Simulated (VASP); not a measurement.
Wanted: the native input for a VASP 6.6.1 run.

- Task: single point
- Functional: PBEsol
- Potentials or basis: VASP PAW PBE potentials, release 64 (Au)
- Cutoff: 520 eV
- k mesh: 5 × 5 × 5
- Occupations: methfessel-paxton, width 0.1 eV
- Spin: no spin polarisation
- Dipole correction: no
- Further INCAR settings: ALGO = Normal; EDIFF = 1e-07; NBANDS = 12

The structure of Au lies in POSCAR:

```
Au
1.0
    4.5676770000      0.0000000000      0.0000000000
    0.0000000000      4.5676770000      0.0000000000
    0.0000000000      0.0000000000      4.5676770000
Au
1
Direct
    0.0000000000      0.0000000000      0.0000000000
```

This isn't the form of Au at room conditions, which is fcc.

One way to write it, as run:

INCAR

```
PREC = Accurate
ENCUT = 520
EDIFF = 1E-7
ISMEAR = 1
SIGMA = 0.1
LREAL = F
LASPH = T
NELM = 60
ALGO = Normal
ISIF = 2
LWAVE = F
LCHARG = F
GGA = PS
NBANDS = 12
```

KPOINTS

```
regular mesh
0
Gamma
  5 5 5
```

Potentials or basis: VASP PAW PBE potentials, release 64 (Au).

Command:

```bash
$ cat potpaw_PBE.64/Au/POTCAR > POTCAR
$ mpirun -np 1 vasp_std > vasp.out
```

Results of the run:

```yaml
Pressure: -1.4 GPa
Band_gap_on_the_k_mesh: zero (an odd number of electrons rules out a gap without spin polarisation)
```

Caveat: the PAW data sets were made with another functional, which shifts forces and pressure a little; spin-orbit coupling is left out, which moves the levels of the heavy elements.

Wall time 20 s on 1 thread of AMD EPYC 7R13, with other jobs on the host, peak memory 0.17 GiB.
